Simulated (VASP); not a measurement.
Here is a VASP 6.6.1 calculation.

File INCAR:

```
SYSTEM = FeO
PREC     = Accurate       ! precision mode
ENCUT    = 600            ! plane-wave cutoff, eV
EDIFF    = 1E-6           ! SCF threshold, eV
ISMEAR   = 0              ! smearing method
SIGMA    = 0.1            ! smearing width, eV
LREAL    = .FALSE.        ! projectors in reciprocal space
LASPH    = .TRUE.         ! aspherical terms in the spheres
NELM     = 200            ! most SCF steps
ALGO     = Normal         ! electronic algorithm
ISIF     = 2              ! what is computed and relaxed
LWAVE    = .FALSE.        ! write WAVECAR
LCHARG   = .FALSE.        ! write CHGCAR
ISPIN    = 2              ! spin polarisation
MAGMOM   = 4 4 0 0        ! initial moments
LORBIT   = 11             ! projections on sites
LMAXMIX  = 4              ! l up to which the mixer works
GGA      = PE             ! functional
NBANDS   = 26             ! bands
GGA_COMPAT= .FALSE.
```

KPOINTS

```
Automatic mesh
0
G
  6 6 4
  0 0 0
```

POSCAR

```
FeO
1.0
    2.6281662533     -1.6021035014      0.0000000000
    2.6281662533      1.6021035014      0.0000000000
   -1.3498295265      0.0000000000      5.0800586090
Fe O
2 2
Direct
    0.5000000000      0.5000000000      0.5000000000
    0.0000000000      0.0000000000      0.0000000000
    0.7500000000      0.7500000000      0.2500000000
    0.2500000000      0.2500000000      0.7500000000
```

Potentials or basis: VASP PAW PBE potentials, release 64 (Fe, O).

Run with:

```bash
$ cat potpaw_PBE.64/Fe/POTCAR potpaw_PBE.64/O/POTCAR > POTCAR
$ mpirun -np 1 vasp_std > vasp.out
```

Predict the net moment.

8.01 μB per cell.

What does it give for the band gap on the k mesh?

Zero (filled and empty bands overlap).

Predict the pressure.

-8.8 GPa.

Stress tensor (GPa, compression positive):
```
 -7.52   0.00  -2.47
  0.00 -10.40   0.00
 -2.47   0.00  -8.42
```

Caveat: the k points lie up to 0.39 Å⁻¹ apart, too coarse for converged energies and pressures of a metal; semilocal functionals often make such compounds metallic where correlation or magnetic order opens a gap, which also shifts bond lengths; the run started ferromagnetic, and an antiferromagnetic order may lie lower in energy. With open d or f shells a metallic result of PBE can be an artefact of self-interaction; +U or a hybrid may open a gap.
